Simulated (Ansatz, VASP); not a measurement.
## Two plane-wave programs on Au

INCAR

```
SYSTEM = Au
ALGO = Normal
EDIFF = 1E-7
ENCUT = 520
GGA = PS
ISIF = 2
ISMEAR = 0
LASPH = .TRUE.
LCHARG = .FALSE.
LREAL = .FALSE.
LWAVE = .FALSE.
NBANDS = 12
NELM = 60
PREC = Accurate
SIGMA = 0.15
```

File KPOINTS:

```
k-points
0
G
  20 20 20
  0 0 0
```

POSCAR

```
Au
1.0
    0.0000000000      1.9432250000      2.1477750000
    1.9432250000      0.0000000000      2.1477750000
    1.9432250000      1.9432250000      0.0000000000
Au
1
Direct
    0.0000000000      0.0000000000      0.0000000000
```

Input for Ansatz:

```yaml
crystal:
  lattice:
    - [0.0, 1.943225, 2.147775]
    - [1.943225, 0.0, 2.147775]
    - [1.943225, 1.943225, 0.0]
  atoms:
    - { symbol: Au, position: [0.0, 0.0, 0.0] }
basis:
  ecutwfc: 420
kpoints:
  mp_grid: { grid: [20, 20, 20] }
hamiltonian:
  xc: pbesol
scf:
  occupations: { method: gaussian, width: 0.15 }
output:
  forces: true
  stress: true
  eigenvalues: true
```

Change from the starting cell: strain -0.050 along x and y, +0.050 along z, atoms carried along.

Alike in both runs: task single point; functional PBEsol; k mesh 20 × 20 × 20; occupations gaussian, width 0.15 eV; no spin polarisation.

|  | VASP | Ansatz |
| --- | --- | --- |
| version | VASP 6.6.1 | Ansatz 0.2.0 |
| potentials or method | VASP PAW PBE potentials, release 64 (Au), cutoff 520 eV | scalar-relativistic, plane waves, PAW |
| valence electrons in the cell | 11 | 19 |

|  | VASP | Ansatz | Ansatz less VASP |
| --- | --- | --- | --- |
| gap on the k mesh at the Fermi level (eV) | none | none | - |
| pressure (GPa) | 9.9 | 10.2 | +0.35 |
| traceless stress, the component that is largest in VASP (GPa) | -3.84 | -3.85 | -0.008 |

VASP's potentials were made for PBE, not for PBEsol. A gap of «none» marks a metal or a gap that the smearing closes. VASP's potentials hold 11 valence electrons a cell and Ansatz's 19, so a difference there can come from the potentials and not from the codes.

Neither program's run includes spin-orbit coupling.
